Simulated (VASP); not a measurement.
Runs of VASP 6.6.1 on HfO2. The structure is that of space group Fm-3m (No. 225), or close to it. The cells are those of the table. 

```tsv
task	level	cell	gap on the mesh (eV)	pressure (GPa)	relaxed volume (Å³/atom)
relaxation of cell and atoms	PBE+D3(BJ)	relaxed from a = 3.617 Å, angles 60.0°, 3 atoms	(a)	0.1	10.70
single point	PBEsol	a = 3.567 Å, angles 60.0°, 3 atoms	3.91	-3.9	-
relaxation of cell and atoms	PBEsol	relaxed from a = 3.617 Å, angles 60.0°, 3 atoms	3.95	0.0	10.53
single point	RPBE	a = 3.630 Å, angles 60.0°, 3 atoms	3.95	-3.8	-
single point	PBE+D3(BJ)	a = 3.587 Å, angles 60.0°, 3 atoms	(b)	-4.0	-
relaxation of cell and atoms	RPBE	relaxed from a = 3.617 Å, angles 60.0°, 3 atoms	3.99	0.0	(c)
```

Alike in all rows: potentials or basis VASP PAW PBE potentials, release 64 (Hf_pv, O); no spin polarisation; k mesh 7 × 7 × 7; cutoff (eV) 600; smearing gaussian 0.01 eV.

Problem. Fill in the values left out.

Solution. (a) 4.01; (b) 3.97; (c) 11.09.

Caveats: spin-orbit coupling is left out, which moves the levels of the heavy elements; an odd mesh through Γ misses points on the zone boundary, where band edges can lie; the PAW data sets were made with another functional, which shifts forces and pressure a little (at least some runs); the cell stands under tension (at least some runs).

A k mesh can miss the band edges, and the runs leave out spin-orbit coupling on Hf.
